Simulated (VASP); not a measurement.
# Mo (Fm-3m) in VASP: a series of runs, part 2 of 2

VASP 6.6.1.

## Step 3: Single point, PBE (volume scaled by 1.10)

File INCAR:

```
ALGO     = Normal         # electronic algorithm
EDIFF    = 1E-6           # SCF threshold, eV
ENCUT    = 520            # plane-wave cutoff, eV
GGA      = PE             # functional
ISIF     = 2              # what is computed and relaxed
ISMEAR   = 0              # smearing method
LASPH    = T              # aspherical terms in the spheres
LCHARG   = T              # write CHGCAR
LELF     = T              # ELF
LREAL    = F              # projectors in reciprocal space
LVHAR    = T            
LWAVE    = F              # write WAVECAR
NBANDS   = 13             # bands
NELM     = 60             # most SCF steps
PREC     = Accurate       # precision mode
SIGMA    = 0.1            # smearing width, eV
```

File KPOINTS:

```
k-points
0
Gamma
  18 18 18
```

File POSCAR:

```
Mo
1.0
    0.0000000000      2.0656214369      2.0656214369
    2.0656214369      0.0000000000      2.0656214369
    2.0656214369      2.0656214369      0.0000000000
Mo
1
Direct
    0.0000000000      0.0000000000      0.0000000000
```

Potentials or basis: VASP PAW PBE potentials, release 64 (Mo_sv).

Launch:

```sh
cat potpaw_PBE.64/Mo_sv/POTCAR > POTCAR
mpirun -np 1 vasp_std > vasp.out
```

OUTCAR:

```text
EDIFF = 1E-6
   ENCUT = 520
   GGA = PE
   ISIF = 2
   ISMEAR = 0
   LASPH = T
   LREAL = F
   NELM = 60
   PREC = Accurate

 ion  position               nearest neighbor table
   1  0.000  0.000  0.000-

  LATTYP: Found a face centered cubic cell.
 ALAT       =     4.1312428738

  Lattice vectors:

 A1 = (   0.0000000000,   2.0656214369,   2.0656214369)
 A2 = (   2.0656214369,   0.0000000000,   2.0656214369)
 A3 = (   2.0656214369,   2.0656214369,   0.0000000000)

Analysis of symmetry for initial positions (statically):
=====================================================================
 Subroutine PRICEL returns:
 Original cell was already a primitive cell.

 Routine SETGRP: Setting up the symmetry group for a
 face centered cubic supercell.

 Subroutine GETGRP returns: Found 48 space group operations
 (whereof 48 operations were pure point group operations)
 out of a pool of 48 trial point group operations.

The static configuration has the point symmetry O_h .

Analysis of symmetry for dynamics (positions and initial velocities):
=====================================================================
 Subroutine PRICEL returns:
 Original cell was already a primitive cell.

 Routine SETGRP: Setting up the symmetry group for a
 face centered cubic supercell.

 Subroutine GETGRP returns: Found 48 space group operations
 (whereof 48 operations were pure point group operations)
 out of a pool of 48 trial point group operations.

The dynamic configuration has the point symmetry O_h .

 Subroutine INISYM returns: Found 48 space group operations
 (whereof 48 operations are pure point group operations),
 and found     1 'primitive' translations

----------------------------------------------------------------------------------------

                                     Primitive cell

  volume of cell :      17.6272

  direct lattice vectors                    reciprocal lattice vectors
[... 108 lines left out ...]
  Thomas-Fermi vector in A             =   2.625522
   LORBIT       =      0    0 simple, 1 ext, 2 COOP (PROOUT), +10 PAW based schemes
   GGA     = PE    functional components
   LHFCALC =     F    Hartree Fock is set to
   AEXX    =    0.0000 exact exchange contribution
   IVDW    =     0    specifies the selected vdW correction
   LEPSILON=     F    determine dielectric tensor
   LRPA    =     F    only Hartree local field effects (RPA)
 non-spin polarized calculation
 Gauss-broadening in eV      SIGMA  =   0.10
  energy-cutoff  :      520.00
  volume of cell :       17.63
 maximum number of plane-waves:       531
 NGX is ok and might be reduce to    24
   NGX = 11   NGY = 11   NGZ = 11

 number of electron      13.9999998 magnetization

 Free energy of the ion-electron system (eV)
  ---------------------------------------------------
  ext. energy  EPLUGINS =         0.00000000
  ---------------------------------------------------
  free energy    TOTEN  =       -10.41888279 eV

  energy without entropy =      -10.41152629  energy(sigma->0) =      -10.41520454

 E-fermi :  10.3725     XC(G=0): -12.7081

 val. band max:       10.3712225716   @ k =   0.2222   0.1667   0.0556
 cond. band min:      10.3989553853   @ k =  -0.4444   0.1667   0.0556
 fundamental gap:      0.0277328137
 Fermi energy:        10.3725092773

 k-point     1 :       0.0000    0.0000    0.0000
  band No.  band energies     occupation
      1     -50.3977      2.00000
      2     -23.9128      2.00000
      3     -23.9128      2.00000
      4     -23.9128      2.00000
      5       3.9510      2.00000
      6       9.7877      2.00000
      7       9.7877      2.00000
      8       9.7877      2.00000
      9      12.1120      0.00000
     10      12.1120      0.00000
     11      23.3981      0.00000
     12      28.2013      0.00000
     13      28.2013      0.00000
[... 354 lines left out ...]
  band No.  band energies     occupation
      1     -50.3242      2.00000
      2     -24.3757      2.00000
      3     -24.0047      2.00000
      4     -23.9629      2.00000
      5       5.7343      2.00000
      6       9.0777      2.00000
      7      10.1364      1.99916
      8      10.2343      1.94932
      9      11.8144      0.00000
     10      12.5724      0.00000
     11      23.9128      0.00000
     12      25.9979      0.00000
     13      30.4114      0.00000

 [... further k-points ...]
[... 5 lines left out ...]
  --------------------------------------------------------------------------------------
  -------------------------------------------------------------------------------------
  Total       -2.0270399     -2.0270399     -2.0270399      0.0000000      0.0000000      0.0000000
  in kB     -184.2428694   -184.2428694   -184.2428694      0.0000000      0.0000000      0.0000000
  external PRESSURE =    -184.2428694 kB  Pullay stress =       0.0000000 kB

 VOLUME and BASIS-vectors are now :
 -----------------------------------------------------------------------------
  energy-cutoff  :      520.00
  volume of cell :       17.63
      direct lattice vectors                 reciprocal lattice vectors
     0.000000000  2.065621437  2.065621437    -0.242057906  0.242057906  0.242057906
     2.065621437  0.000000000  2.065621437     0.242057906 -0.242057906  0.242057906
     2.065621437  2.065621437  0.000000000     0.242057906  0.242057906 -0.242057906

 POSITION                                       TOTAL-FORCE (eV/Angst)
 -----------------------------------------------------------------------------------
      0.00000      0.00000      0.00000        -0.000000      0.000000     -0.000000
 -----------------------------------------------------------------------------------
    total drift:                               -0.000000      0.000000      0.000000

  FREE ENERGIE OF THE ION-ELECTRON SYSTEM (eV)
  ---------------------------------------------------
  free  energy   TOTEN  =       -10.4188827922 eV

  energy  without entropy=      -10.4115262876  energy(sigma->0) =      -10.41520454
```

It took 11 s on 1 thread of Intel Xeon 6975P-C (Granite Rapids), shared host; peak memory 0.17 GiB.

Results:

- Free energy: -10.4189 eV
- Pressure: -18.4 GPa
- Band gap on the k mesh: zero (band 7 reaches 13.85 eV, above the bottom of band 8 at 9.79 eV)

Levels at points of the mesh, in eV from the Fermi level:
```tsv
k point	band 5	band 6	band 7	band 8	band 9	band 10
(0.00, 0.00, 0.00)	-6.42	-0.58	-0.58	-0.58	1.74	1.74
(0.50, 0.00, 0.00)	-4.15	-0.73	-0.73	1.28	3.52	3.52
(0.50, 0.50, 0.00)	-4.35	-3.72	3.48	3.52	4.02	4.02
```

## Step 4: Single point, PBE (strained)

File INCAR:

```
SYSTEM = Mo
PREC = Accurate
ENCUT = 520
EDIFF = 1E-7
ISMEAR = 0
SIGMA = 0.1
LREAL = .False.
LASPH = .True.
NELM = 100
ALGO = Normal
ISIF = 2
LWAVE = .False.
LCHARG = .False.
GGA = PE
NBANDS = 13
```

File KPOINTS:

```
Automatic mesh
0
Gamma
  18 18 18
  0 0 0
```

File POSCAR:

```
Mo
1.0
    0.0000000000      2.0898975500      2.0898975500
    2.0898975500      0.0000000000      2.0898975500
    2.0898975500      2.0898975500      0.0000000000
Mo
1
Direct
    0.0000000000      0.0000000000      0.0000000000
```

Launch:

```sh
cat potpaw_PBE.64/Mo_sv/POTCAR > POTCAR
mpirun -np 1 vasp_std > vasp.out
```

Wall time 11 s (1 thread of Intel Xeon 6975P-C (Granite Rapids), shared host); peak memory 0.16 GiB.

The run converged. Its results:

```
Free energy            : -10.3365 eV
Pressure               : -23.5 GPa
Band gap on the k mesh : zero (band 7 reaches 13.19 eV, above the bottom of band 8 at 9.34 eV)
```

Levels at points of the mesh, in eV from the Fermi level:
```tsv
k point	band 3	band 4	band 5	band 6	band 7	band 8	band 9	band 10	band 11	band 12
(0.00, 0.00, 0.00)	-34.37	-34.37	-6.30	-0.55	-0.55	-0.55	1.66	1.66	12.98	17.63
(0.50, 0.00, 0.00)	-34.48	-34.48	-4.00	-0.69	-0.69	1.19	3.34	3.34	9.31	12.62
(0.50, 0.50, 0.00)	-34.67	-34.67	-4.14	-3.54	3.30	3.36	3.81	3.81	11.46	11.46
```

Caveat: the cell differs from its parent crystal (strained).

## Step 5: Summary

```csv
cell,gap on the mesh (eV),pressure (GPa)
"a = 2.885 Å, angles 60.0°, 1 atom",none,-12.0
"a = 2.921 Å, angles 60.0°, 1 atom",none,-18.4
"a = 2.956 Å, angles 60.0°, 1 atom",none,-23.5
```

Alike in all rows: task single point; level PBE; potentials or basis VASP PAW PBE potentials, release 64 (Mo_sv); no spin polarisation; k mesh 18 × 18 × 18; cutoff (eV) 520; smearing gaussian 0.1 eV.

Total energies depend on the potentials used, so only differences within one code and one set of settings carry meaning.
